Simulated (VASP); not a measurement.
# FeSi16 (a cell with a defect) in VASP: single point with PBE

Aim: the single point of FeSi16 (a cell with a defect) with PBE.

Program: VASP 6.6.1. These are calculated values, not measurements. Logs are shortened: lines on timing, memory, paths and dates and some standing lists are left out, and cuts for length are marked.

### Step 1. The cell of the first run

The cell holds a defect, 17 atoms: a = 7.679 Å, b = 7.679 Å, c = 7.679 Å, α = 60.00°, β = 60.00°, γ = 60.00°.

### Step 2. Single point, PBE, collinear spin, ferromagnetic start

INCAR

```
ALGO     = Normal         # electronic algorithm
EDIFF    = 1E-6           # SCF threshold, eV
ENCUT    = 520            # plane-wave cutoff, eV
GGA      = PE             # functional
ISIF     = 2              # what is computed and relaxed
ISMEAR   = -1             # smearing method
ISPIN    = 2              # spin polarisation
LASPH    = True           # aspherical terms in the spheres
LCHARG   = False          # write CHGCAR
LMAXMIX  = 4              # l up to which the mixer works
LORBIT   = 11             # projections on sites
LREAL    = Auto         
LWAVE    = False          # write WAVECAR
MAGMOM   = 0 0 0 0 0 0 0 0 0 0 0 0 0 0 0 0 2.5 # initial moments
NBANDS   = 54             # bands
NELM     = 150            # most SCF steps
PREC     = Accurate       # precision mode
SIGMA    = 0.05           # smearing width, eV
```

KPOINTS

```
k-points
0
Gamma
  2 2 2
```

POSCAR

```
FeSi16
1.0
    0.0000000000      5.4300000000      5.4300000000
    5.4300000000      0.0000000000      5.4300000000
    5.4300000000      5.4300000000      0.0000000000
Si Fe
16 1
Direct
   -0.0029142478      0.0008943036      0.0008727708
    0.1241763124      0.1259761381      0.1259839164
    0.0007167609     -0.0023291453      0.5006913519
    0.1239630623      0.1260501475      0.6240243316
    0.0007217238      0.5007109949     -0.0023552953
    0.1239823793      0.6240077024      0.1260530702
    0.0007160864      0.5007028268      0.5006853134
    0.1249771239      0.6249647950      0.6249468517
    0.5016004645      0.0015830670      0.0015592191
    0.6252538122      0.1253507161      0.1254861019
    0.5007975068      0.0007818326      0.4973889200
    0.6259738618      0.1259795474      0.6242110126
    0.5008629506      0.4972125808      0.0008257248
    0.6259720156      0.6241905971      0.1259854384
    0.4976889618      0.5007026610      0.5006879410
    0.6260487201      0.6239741376      0.6240100792
    0.3760183053      0.8763853973      0.8768957524
```

Potentials or basis: VASP PAW PBE potentials, release 64 (Si, Fe).

On the command line:

```bash
$ cat potpaw_PBE.64/Si/POTCAR potpaw_PBE.64/Fe/POTCAR > POTCAR
$ mpirun -np 1 vasp_std > vasp.out
```

OUTCAR:

```text
EDIFF = 1E-6
   ENCUT = 520
   GGA = PE
   ISIF = 2
   ISMEAR = -1
   ISPIN = 2
   LASPH = True
   LORBIT = 11
   LREAL = Auto
   NELM = 150
   PREC = Accurate

 ion  position               nearest neighbor table
   1  0.997  0.001  0.001-  10 2.33   4 2.36   6 2.36   2 2.37  17 2.38
   2  0.124  0.126  0.126-   3 2.35   5 2.35   1 2.37   9 2.37  17 2.71
   3  0.001  0.998  0.501-   8 2.34   2 2.35  12 2.35   4 2.35
   4  0.124  0.126  0.624-   7 2.35   3 2.35  11 2.36   1 2.36  17 2.74
   5  0.001  0.501  0.998-   8 2.34   2 2.35  14 2.35   6 2.35
   6  0.124  0.624  0.126-   7 2.35   5 2.35  13 2.36   1 2.36  17 2.74
   7  0.001  0.501  0.501-   8 2.34   6 2.35   4 2.35  16 2.35
   8  0.125  0.625  0.625-   5 2.34   3 2.34  15 2.34   7 2.34
   9  0.502  0.002  0.002-  10 2.33  17 2.35  12 2.37  14 2.37   2 2.37
  10  0.625  0.125  0.125-   9 2.33   1 2.33  13 2.33  11 2.33
  11  0.501  0.001  0.497-  10 2.33  16 2.36   4 2.36  12 2.37  17 2.38
  12  0.626  0.126  0.624-  15 2.35   3 2.35  11 2.37   9 2.37  17 2.71
  13  0.501  0.497  0.001-  10 2.33  16 2.36   6 2.36  14 2.37  17 2.38
  14  0.626  0.624  0.126-  15 2.35   5 2.35  13 2.37   9 2.37  17 2.71
  15  0.498  0.501  0.501-   8 2.34  14 2.35  12 2.35  16 2.35
  16  0.626  0.624  0.624-   7 2.35  15 2.35  11 2.36  13 2.36  17 2.74
  17  0.376  0.876  0.877-   9 2.35   1 2.38  13 2.38  11 2.38   2 2.71  14 2.71  12 2.71   6 2.74
                             4 2.74  16 2.74

  LATTYP: Found a face centered cubic cell.
 ALAT       =    10.8600000000

  Lattice vectors:

 A1 = (   0.0000000000,   5.4300000000,   5.4300000000)
 A2 = (   5.4300000000,   0.0000000000,   5.4300000000)
 A3 = (   5.4300000000,   5.4300000000,   0.0000000000)

Analysis of symmetry for initial positions (statically):
=====================================================================
 Subroutine PRICEL returns:
 Original cell was already a primitive cell.

 Routine SETGRP: Setting up the symmetry group for a
 face centered cubic supercell.

 Subroutine GETGRP returns: Found  1 space group operations
 (whereof  1 operations were pure point group operations)
 out of a pool of 48 trial point group operations.

The static configuration has the point symmetry C_1 .

Analysis of symmetry for dynamics (positions and initial velocities):
=====================================================================
 Subroutine PRICEL returns:
 Original cell was already a primitive cell.

 Routine SETGRP: Setting up the symmetry group for a
 face centered cubic supercell.

 Subroutine GETGRP returns: Found  1 space group operations
 (whereof  1 operations were pure point group operations)
 out of a pool of 48 trial point group operations.

The dynamic configuration has the point symmetry C_1 .

Analysis of structural, dynamic, and magnetic symmetry:
=====================================================================
 Subroutine PRICEL returns:
 Original cell was already a primitive cell.

 Routine SETGRP: Setting up the symmetry group for a
 face centered cubic supercell.

 Subroutine GETGRP returns: Found  1 space group operations
 (whereof  1 operations were pure point group operations)
 out of a pool of 48 trial point group operations.

The overall configuration has the point symmetry C_1 .

 Subroutine INISYM returns: Found  1 space group operations
 (whereof  1 operations are pure point group operations),
 and found     1 'primitive' translations

----------------------------------------------------------------------------------------

                                     Primitive cell

  volume of cell :     320.2060

  direct lattice vectors                    reciprocal lattice vectors
     0.000000000  5.430000000  5.430000000    -0.092081031  0.092081031  0.092081031
     5.430000000  0.000000000  5.430000000     0.092081031 -0.092081031  0.092081031
     5.430000000  5.430000000  0.000000000     0.092081031  0.092081031 -0.092081031

  length of vectors
     7.679179644  7.679179644  7.679179644     0.159489025  0.159489025  0.159489025

  position of ions in fractional coordinates (direct lattice)
[... 76 lines left out ...]
   total plane-waves  NPLWV = 216000
   dimension x,y,z NGX =    60 NGY =   60 NGZ =   60
   dimension x,y,z NGXF=   120 NGYF=  120 NGZF=  120
   ions per type =              16   1
   NGX,Y,Z   is equivalent  to a cutoff of  12.99, 12.99, 12.99 a.u.
   NGXF,Y,Z  is equivalent  to a cutoff of  25.98, 25.98, 25.98 a.u.
 SYSTEM =  unknown system
   PREC   = accura    normal or accurate (medium, high low for compatibility)
   ISTART =      0    job   : 0-new  1-cont  2-samecut
   ICHARG =      2    charge: 1-file 2-atom 10-const
   ISPIN  =      2    spin polarized calculation?
   LNONCOLLINEAR =      F non collinear calculations
   LSORBIT =      F    spin-orbit coupling
   LASPH  =      T    aspherical Exc in radial PAW
   ENCUT  =  520.0 eV  38.22 Ry    6.18 a.u.  14.28 14.28 14.28*2*pi/ulx,y,z
   NELM   =    150;   NELMIN=  2; NELMDL= -5     # of ELM steps
   EDIFF  = 0.1E-05   stopping-criterion for ELM
   LREAL  =      T    real-space projection
   EDIFFG = 0.1E-04   stopping-criterion for IOM
   NSW    =      0    number of steps for IOM
   IBRION =     -1    ionic relax: 0-MD 1-quasi-New 2-CG
   NFREE  =      0    steps in history (QN), initial steepest desc. (CG)
   ISIF   =      2    stress and relaxation
   ISYM   =      2    0-nonsym 1-usesym 2-fastsym
   POTIM  = 0.5000    time-step for ionic-motion
   TEBEG  =    0.0;   TEEND  =   0.0 temperature during run
   PSTRESS=    0.0 pullay stress
   NELECT =      72.0000    total number of electrons
   NUPDOWN=      -1.0000    fix difference up-down
   EMIN   =  10.00;   EMAX   =-10.00  energy-range for DOS
   EFERMI =   0.00;   METHOD = LEGACY
   ISMEAR =    -1;   SIGMA  =   0.05  broadening in eV -4-tet -1-fermi 0-gaus
   EFERMI_NEDOS =   21; number of points for ismear=-14 and -15
   IALGO  =     38    algorithm
   IMIX   =      4    mixing-type and parameters
     AMIX     =   0.40;   BMIX     =  1.00
     AMIX_MAG =   1.60;   BMIX_MAG =  1.00
  volume/ion in A,a.u.               =      18.84       127.11
  Fermi-wavevector in a.u.,A,eV,Ry     =   0.995503  1.881228 13.483726  0.991026
  Thomas-Fermi vector in A             =   2.127527
   LORBIT       =     11    0 simple, 1 ext, 2 COOP (PROOUT), +10 PAW based schemes
   GGA     = PE    functional components
   LHFCALC =     F    Hartree Fock is set to
   AEXX    =    0.0000 exact exchange contribution
   IVDW    =     0    specifies the selected vdW correction
   LEPSILON=     F    determine dielectric tensor
   LRPA    =     F    only Hartree local field effects (RPA)
 spin polarized calculation
  energy-cutoff  :      520.00
  volume of cell :      320.21
 maximum number of plane-waves:      8646
 NGX is ok and might be reduce to    60
   NGX = 29   NGY = 29   NGZ = 29

 number of electron      72.0000002 magnetization       2.2045124

 Free energy of the ion-electron system (eV)
  ---------------------------------------------------
  ext. energy  EPLUGINS =         0.00000000
  ---------------------------------------------------
  free energy    TOTEN  =       -92.33097940 eV

  energy without entropy =      -92.28020890  energy(sigma->0) =      -92.30559415

 E-fermi :   6.3712     XC(G=0):  -9.6835

 val. band max:        6.3368592255   @ k =   0.0000   0.0000   0.0000
 cond. band min:       6.4719627856   @ k =   0.5000   0.5000   0.0000
 fundamental gap:      0.1351035601
 Fermi energy:         6.3711858483

 spin component 1

 k-point     1 :       0.0000    0.0000    0.0000
  band No.  band energies     occupation
      1      -6.0140      1.00000
      2      -3.6446      1.00000
      3      -3.6400      1.00000
      4      -3.6397      1.00000
      5      -3.6383      1.00000
      6      -2.0303      1.00000
[... 397 lines left out ...]
     47      10.3540      0.00000
     48      10.4093      0.00000
 Fermi energy:         6.3711858483

 spin component 2

 k-point     1 :       0.0000    0.0000    0.0000
  band No.  band energies     occupation
      1      -5.9774      1.00000
      2      -3.6104      1.00000
      3      -3.6046      1.00000
      4      -3.6038      1.00000
      5      -3.6036      1.00000
      6      -2.0021      1.00000
[... 397 lines left out ...]
     47      10.4384      0.00000
     48      10.4449      0.00000
 [bands above 48 left out]

------------------------ aborting loop because EDIFF is reached ----------------------------------------

  FORCE on cell =-STRESS in cart. coord.  units (eV):
  Direction    XX          YY          ZZ          XY          YZ          ZX
  --------------------------------------------------------------------------------------
  -------------------------------------------------------------------------------------
  Total        4.9530082      4.9522827      4.9509324      0.0103878      0.0106503      0.0105764
  in kB       24.7827871     24.7791567     24.7724004      0.0519760      0.0532896      0.0529198
  external PRESSURE =      24.7781148 kB  Pullay stress =       0.0000000 kB

 VOLUME and BASIS-vectors are now :
 -----------------------------------------------------------------------------
  energy-cutoff  :      520.00
  volume of cell :      320.21
      direct lattice vectors                 reciprocal lattice vectors
     0.000000000  5.430000000  5.430000000    -0.092081031  0.092081031  0.092081031
     5.430000000  0.000000000  5.430000000     0.092081031 -0.092081031  0.092081031
     5.430000000  5.430000000  0.000000000     0.092081031  0.092081031 -0.092081031

 POSITION                                       TOTAL-FORCE (eV/Angst)
 -----------------------------------------------------------------------------------
      0.00960      5.41891      5.41903         0.002271      0.000597      0.000382
      1.36814      1.35837      1.35833        -0.002484      0.008898      0.009520
      8.13611      2.72265      5.42124         0.004434     -0.004194      0.004741
      4.07290      4.06157      1.35757        -0.001751      0.002397     -0.004535
      8.13607      5.42113      2.72278         0.004967      0.004894     -0.004720
      4.07283      1.35769      4.06159        -0.002871     -0.003872      0.002582
[... 9 lines left out ...]
      6.77655      6.78782      6.78762         0.002417     -0.002029     -0.003663
      9.52032      6.80332      6.80055        -0.054336     -0.048566     -0.040619
 -----------------------------------------------------------------------------------
    total drift:                               -0.001667     -0.001805     -0.000255

  FREE ENERGIE OF THE ION-ELECTRON SYSTEM (eV)
  ---------------------------------------------------
  free  energy   TOTEN  =       -92.3309793997 eV

  energy  without entropy=      -92.2802089049  energy(sigma->0) =      -92.30559415

 total charge

# of ion       s       p       d       tot
------------------------------------------
    1        0.733   0.963   0.000   1.696
    2        0.733   0.952   0.000   1.685
    3        0.741   0.948   0.000   1.689
    4        0.734   0.952   0.000   1.686
    5        0.741   0.948   0.000   1.689
    6        0.734   0.952   0.000   1.686
[... 9 lines left out ...]
   16        0.734   0.952   0.000   1.686
   17        0.374   0.415   6.522   7.311
--------------------------------------------------
tot         12.171  15.667   6.522  34.360

 magnetization (x)

# of ion       s       p       d       tot
------------------------------------------
    1        0.001   0.033   0.000   0.034
    2       -0.000   0.003   0.000   0.003
    3        0.001   0.008   0.000   0.010
    4       -0.000   0.003   0.000   0.003
    5        0.001   0.008   0.000   0.010
    6       -0.000   0.003   0.000   0.003
[... 9 lines left out ...]
   16       -0.000   0.003   0.000   0.003
   17        0.012   0.010   1.733   1.756
--------------------------------------------------
tot          0.021   0.189   1.733   1.943
```

It took 9 min on 1 thread of Intel Xeon Platinum 8488C (Sapphire Rapids), shared host; peak memory 0.72 GiB.

What came out:

```yaml
Free_energy: -92.3310 eV
Pressure: 2.5 GPa
Largest_force: 0.083 eV/Å
Net_moment: 2.20 μB per cell
Site_moments: Si +0.03, +0.00, +0.01, -0.00, +0.04 (each value once); Fe +1.76 μB
Valence_electrons_inside_the_program's_atomic_spheres: Si 1.70, 1.69, 1.71 (each value once); Fe 7.31
```

Forces in eV/Å, atoms in the order of the input:
```
Si   0.002  0.001  0.000
Si  -0.002  0.009  0.010
Si   0.004 -0.004  0.005
Si  -0.002  0.002 -0.005
Si   0.005  0.005 -0.005
Si  -0.003 -0.004  0.003
Si   0.000 -0.001 -0.001
Si   0.000  0.000  0.000
Si   0.020  0.019  0.019
Si   0.007  0.006  0.006
Si   0.003  0.002 -0.001
Si   0.010  0.011 -0.003
Si   0.002  0.002  0.001
Si   0.009 -0.003  0.010
Si  -0.004  0.004  0.004
Si   0.002 -0.002 -0.004
Fe  -0.054 -0.049 -0.041
```

Levels at points of the mesh, in eV from the Fermi level:
Spin up:
```tsv
k point	band 33	band 34	band 35	band 36	band 37	band 38	band 39	band 40	band 41	band 42
(0.00, 0.00, 0.00)	-0.30	-0.30	-0.25	-0.16	-0.16	-0.14	0.54	0.54	0.80	0.80
(0.50, 0.00, 0.00)	-1.32	-0.86	-0.84	-0.32	-0.32	0.73	1.24	1.30	1.32	1.46
(0.00, 0.50, 0.00)	-1.32	-0.86	-0.84	-0.32	-0.31	0.73	1.24	1.30	1.32	1.46
(0.00, 0.00, 0.50)	-1.32	-0.87	-0.84	-0.32	-0.31	0.73	1.24	1.30	1.32	1.47
(0.50, 0.50, 0.50)	-1.34	-0.84	-0.84	-0.33	-0.33	0.72	1.26	1.31	1.31	1.46
(0.50, 0.50, 0.00)	-1.59	-1.46	-0.87	-0.86	-0.24	0.76	1.24	2.03	2.04	2.05
(0.00, 0.50, 0.50)	-1.59	-1.46	-0.87	-0.86	-0.24	0.76	1.24	2.03	2.04	2.05
(0.50, 0.00, 0.50)	-1.59	-1.46	-0.87	-0.86	-0.24	0.76	1.24	2.03	2.04	2.05
```
Spin down:
```tsv
k point	band 32	band 33	band 34	band 35	band 36	band 37	band 38	band 39
(0.00, 0.00, 0.00)	-0.85	-0.08	-0.06	-0.06	-0.03	0.35	0.35	0.97
(0.50, 0.00, 0.00)	-1.07	-0.69	-0.15	-0.13	0.61	0.62	0.85	1.34
(0.00, 0.50, 0.00)	-1.07	-0.69	-0.15	-0.13	0.61	0.62	0.85	1.34
(0.00, 0.00, 0.50)	-1.07	-0.69	-0.14	-0.13	0.61	0.62	0.85	1.34
(0.50, 0.50, 0.50)	-1.08	-0.69	-0.15	-0.15	0.62	0.62	0.84	1.36
(0.50, 0.50, 0.00)	-1.54	-0.91	-0.11	-0.09	0.10	1.06	1.25	1.48
(0.00, 0.50, 0.50)	-1.54	-0.91	-0.11	-0.09	0.10	1.06	1.25	1.48
(0.50, 0.00, 0.50)	-1.54	-0.91	-0.11	-0.09	0.10	1.06	1.25	1.48
```

Caveat: the k points lie up to 0.50 Å⁻¹ apart.
